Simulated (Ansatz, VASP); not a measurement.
**AlN in VASP and in Ansatz**

```xyz
4
Lattice="3.1302 0.0000 0.0000 -1.5651 2.7109 0.0000 0.0000 0.0000 5.0180" Properties=species:S:1:pos:R:3 pbc="T T T"
Al    0.0000    1.8072   -0.0039
Al    1.5651    0.9036    2.5051
N     0.0000    1.8072    1.9107
N     1.5651    0.9036    4.4197
```

Alike in both runs: functional PBE; k mesh 12 × 12 × 6; no spin polarisation.

Ansatz relaxed the structure, and its values are those at the end. VASP's run is a single point on that final structure, the one shown.

|  | VASP | Ansatz |
| --- | --- | --- |
| version | VASP 6.6.1 | Ansatz 0.2.0 |
| potentials or method | VASP PAW PBE potentials, release 64 (Al, N), cutoff 520 eV | scalar-relativistic, plane waves, PAW |
| occupations | gaussian, width 0.01 eV | fixed |
| valence electrons in the cell | 16 | 16 |

VASP gave:

| Property | Result |
| --- | --- |
| gap on the k mesh at the Fermi level (eV) | 4.04 |
| least direct gap on the mesh (eV) | 4.04 |
| pressure (GPa) | -0.3 |

**Question.** Estimate Ansatz's values.

**Answer.** gap on the k mesh at the Fermi level (eV): 4.03; least direct gap on the mesh (eV): 4.03; pressure (GPa): 0.0.
